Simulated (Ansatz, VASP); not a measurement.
## TiO in VASP and in Ansatz

```
Ti O
1.0
     2.85161    0.00000    0.00000
    -1.42580    2.46956    0.00000
     0.00000    0.00000    5.56750
Ti O
2 2
Direct
  0.33333 0.66667 0.25000
  0.66667 0.33333 0.75000
  0.00000 0.00000 0.00000
  0.00000 0.00000 0.50000
```

Alike in both runs: task single point; functional PBEsol; k mesh 18 × 18 × 8; occupations gaussian, width 0.02 eV; no spin polarisation.

|  | VASP | Ansatz |
| --- | --- | --- |
| version | VASP 6.6.1 | Ansatz 0.2.0 |
| potentials or method | VASP PAW PBE potentials, release 64 (Ti_sv, O), cutoff 520 eV | scalar-relativistic, plane waves, PAW |
| valence electrons in the cell | 36 | 36 |

VASP gave:

- gap on the k mesh at the Fermi level (eV): none
- pressure (GPa): -9.3
- traceless stress, the component that is largest in VASP (GPa): -1.65

Which values does Ansatz return?

gap on the k mesh at the Fermi level (eV): none; pressure (GPa): -10.0; traceless stress, the component that is largest in VASP (GPa): -1.74.

VASP's potentials were made for PBE, not for PBEsol. A gap of «none» marks a metal or a gap that the smearing closes. The functional is the same, so the differences come from potentials, cutoffs and numerics.
